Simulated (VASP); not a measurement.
# Te2Mo: single point with LDA

Slab: Te2Mo, a slab with vacuum.

```
Te Mo
1.0
     3.56023    0.00000    0.00000
    -1.78012    3.08325    0.00000
     0.00000    0.00000   17.52406
Te Mo
2 1
Direct
  0.33333 0.66667 0.89786
  0.33333 0.66667 0.10214
  0.00000 0.00000 0.00000
```

| Quantity | Value |
| --- | --- |
| Program | VASP 6.6.1 |
| Task | single point |
| Functional | LDA |
| Potentials or basis | VASP PAW LDA potentials, release 64 (Te, Mo_sv) |
| Cutoff | 520 eV |
| k mesh | 5 × 5 × 1 |
| Occupations | fermi-dirac, width 0.1 eV |
| Spin | no spin polarisation |

| Item | Value |
| --- | --- |
| Largest force | 0.374 eV/Å |
| Band gap on the k mesh | 1.44 eV, direct |

Forces in eV/Å, atoms in the order of the input:
```
Te   0.000  0.000  0.374
Te   0.000  0.000 -0.374
Mo   0.000  0.000  0.000
```

Levels at points of the mesh, in eV from the valence-band top:
| k point | band 11 | band 12 | band 13 | band 14 | band 15 | band 16 |
| --- | --- | --- | --- | --- | --- | --- |
| (0.00, 0.00, 0.00) | -0.74 | -0.74 | -0.21 | 3.22 | 3.22 | 3.51 |

Wall time 52 s on 1 thread of Intel Xeon 6975P-C (shared host), peak memory 0.25 GiB.

Caveat: spin-orbit coupling is left out, which moves the levels of the heavy elements.
